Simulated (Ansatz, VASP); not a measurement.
Two plane-wave programs on SrCl

Contents of INCAR:

```
ALGO     = Normal         # electronic algorithm
EDIFF    = 1E-7           # SCF threshold, eV
EDIFFG   = -0.04          # ionic threshold
ENCUT    = 600            # plane-wave cutoff, eV
GGA      = PE             # functional
IBRION   = 2              # ionic algorithm
ISIF     = 3              # what is computed and relaxed
ISMEAR   = 0              # smearing method
LASPH    = T              # aspherical terms in the spheres
LCHARG   = F              # write CHGCAR
LREAL    = F              # projectors in reciprocal space
LWAVE    = F              # write WAVECAR
NELM     = 80             # most SCF steps
NSW      = 90             # ionic steps
PREC     = Accurate       # precision mode
SIGMA    = 0.1            # smearing width, eV
```

The input KPOINTS:

```
k-points
0
Gamma
  6 6 6
```

File POSCAR:

```
SrCl
1.0
    0.0000000000      3.0803912800      3.0803912800
    3.0803912800      0.0000000000      3.0803912800
    3.0803912800      3.0803912800      0.0000000000
Sr Cl
1 1
Direct
    0.0000000000      0.0000000000      0.0000000000
    0.2500000000      0.2500000000      0.2500000000
```

Input for Ansatz:

```yaml
crystal:
  lattice:
    - [0.0, 3.08039128, 3.08039128]
    - [3.08039128, 0.0, 3.08039128]
    - [3.08039128, 3.08039128, 0.0]
  atoms:
    - { symbol: Sr, position: [0.0, 0.0, 0.0] }
    - { symbol: Cl, position: [0.25, 0.25, 0.25] }
basis:
  ecutwfc: 420
kpoints:
  mp_grid: { grid: [6, 6, 6] }
hamiltonian:
  xc: pbe
scf:
  occupations: { method: gaussian, width: 0.1 }
  lower_state_search: "off"
output:
  forces: true
  stress: true
  eigenvalues: true
relax:
  adjacent_minimum: "off"
  f_tol: 0.04
  max_steps: 70
  cell: { stress_tol: 0.4 }
```

Change from the starting cell: species swapped into the HgS type (F-43m, No. 216).

Alike in both runs: task relaxation of cell and atoms; functional PBE; k mesh 6 × 6 × 6; occupations gaussian, width 0.1 eV; no spin polarisation.

|  | VASP | Ansatz |
| --- | --- | --- |
| version | VASP 6.6.1 | Ansatz 0.2.0 |
| potentials or method | VASP PAW PBE potentials, release 64 (Sr_sv, Cl), cutoff 600 eV | scalar-relativistic, plane waves, PAW |
| valence electrons in the cell | 17 | 17 |

```tsv
	VASP	Ansatz	Ansatz less VASP
gap on the k mesh at the Fermi level, each at its own relaxed structure (eV)	none	none	-
relaxed volume (Å³/atom)	40.69	40.70	+0.008
relaxed cell length with the largest relative difference (Å)	4.864	4.865	+0.0003
```

A gap of «none» marks a metal or a gap that the smearing closes.

Noted on VASP's run: the volume moved by over 15 % at a fixed basis, so the end points are rough.
